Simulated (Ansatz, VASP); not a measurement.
**Two plane-wave programs on Fe**

```
Fe
1.0
     2.43416    0.00000    0.00000
    -1.21708    2.10804    0.00000
     0.00000    0.00000    3.84193
Fe
2
Direct
  0.66667 0.33333 0.75000
  0.33333 0.66667 0.25000
```

Alike in both runs: task single point; functional PBE; k mesh 10 × 10 × 6; occupations fermi-dirac, width 0.05 eV; collinear spin; fixed moment 1.5 μB.

|  | VASP | Ansatz |
| --- | --- | --- |
| version | VASP 6.6.1 | Ansatz 0.2.0 |
| potentials or method | VASP PAW PBE potentials, release 64 (Fe) | Ansatz PAW |
| plane-wave cutoff (eV) | 520 | 420 |
| valence electrons in the cell | 16 | 32 |

```tsv
	VASP	Ansatz	Ansatz less VASP
pressure (GPa)	15.5	16.3	+0.83
traceless stress, the component that is largest in VASP (GPa)	3.53	3.88	+0.352
net moment per atom (μB)	0.75	0.75	0.000
size of the moment on the site where the two differ most (μB)	0.73	0.75	+0.016
```

Site moments also hang on the region over which each program counts them. VASP's potentials hold 16 valence electrons a cell and Ansatz's 32, so a difference there can come from the potentials and not from the codes.
